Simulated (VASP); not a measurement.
**In5O: single point with PBE**

Crystal: In5O.

```
CELL_PARAMETERS angstrom
5.30228 0.00000 0.00000
-2.65114 4.59191 0.00000
0.00000 0.00000 5.96536
ATOMIC_POSITIONS crystal
In 0.66667 0.33333 0.74215
In 0.00000 0.00000 0.00000
In 0.66667 0.33333 0.25785
In 0.33333 0.66667 0.25785
In 0.33333 0.66667 0.74215
O 0.00000 0.00000 0.50000
```

The cell was generated, and may not be a known phase.

```
Program             : VASP 6.6.1
Task                : single point
Functional          : PBE
Potentials or basis : VASP PAW PBE potentials, release 64 (In_d, O)
Cutoff              : 520 eV
k mesh              : 12 × 12 × 6
Occupations         : gaussian, width 0.1 eV
Spin                : no spin polarisation
```

```
Pressure               : 0.0 GPa
Band gap on the k mesh : zero (an odd number of electrons rules out a gap without spin polarisation)
```

Forces on the atoms (eV/Å):
```
In   0.000  0.000 -0.002
In   0.000  0.000  0.000
In   0.000  0.000  0.002
In   0.000  0.000  0.002
In   0.000  0.000 -0.002
O    0.000  0.000  0.000
```

Levels at points of the mesh, in eV from the Fermi level:
```csv
k point,band 33,band 34,band 35,band 36,band 37,band 38,band 39,band 40
"(0.00, 0.00, 0.00)",-1.09,-0.98,-0.98,-0.34,0.80,0.80,1.24,1.84
"(0.50, 0.00, 0.00)",-2.58,-0.94,-0.47,-0.44,-0.26,1.07,2.79,3.19
"(0.00, 0.00, 0.50)",-1.43,-0.61,0.09,0.09,0.19,0.19,0.37,0.37
"(0.50, 0.00, 0.50)",-1.87,-0.60,-0.59,0.60,0.84,3.10,3.12,3.72
```

Wall time 12 min on 1 thread of Intel(R) Xeon(R) Platinum 8488C (Sapphire Rapids), on a shared host, peak memory 0.49 GiB.

Caveat: spin-orbit coupling is left out, which moves the levels of the heavy elements; an odd number of electrons without spin polarisation forces a metal; a magnetic or distorted state may lie lower.
